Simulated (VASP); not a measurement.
Wanted: the native input for a VASP 6.6.1 run.

| Item | Value |
| --- | --- |
| Task | single point |
| Functional | PBE |
| Potentials or basis | VASP PAW PBE potentials, release 64 (Au) |
| Cutoff | 500 eV |
| k mesh | 8 × 8 × 8 |
| Occupations | gaussian, width 0.1 eV |
| Spin | no spin polarisation |
| Dipole correction | no |
| Further INCAR settings | ALGO = Normal; EDIFF = 1e-06; NBANDS = 12 |

The structure of Au lies in POSCAR:

```
Au
1.0
    0.0000000000      2.0828364720      2.0828364720
    2.0828364720      0.0000000000      2.0828364720
    2.0828364720      2.0828364720      0.0000000000
Au
1
Direct
    0.0000000000      0.0000000000      0.0000000000
```

The input as run:

INCAR

```
ALGO = Normal
EDIFF = 1E-6
ENCUT = 500
GGA = PE
GGA_COMPAT = F
ISIF = 2
ISMEAR = 0
LASPH = T
LCHARG = F
LREAL = F
LWAVE = F
NBANDS = 12
NELM = 120
PREC = Accurate
SIGMA = 0.1
```

KPOINTS

```
k-points
0
Gamma
  8 8 8
```

Potentials or basis: VASP PAW PBE potentials, release 64 (Au).

Run with:

```console
$ cat potpaw_PBE.64/Au/POTCAR > POTCAR
$ mpirun -np 1 vasp_std > vasp.out
```

It gave:

The pressure is -0.3 GPa.

It took 3 s on 1 thread of Intel(R) Xeon(R) 6975P-C (Granite Rapids), with other jobs on the host, peak memory 0.14 GiB.
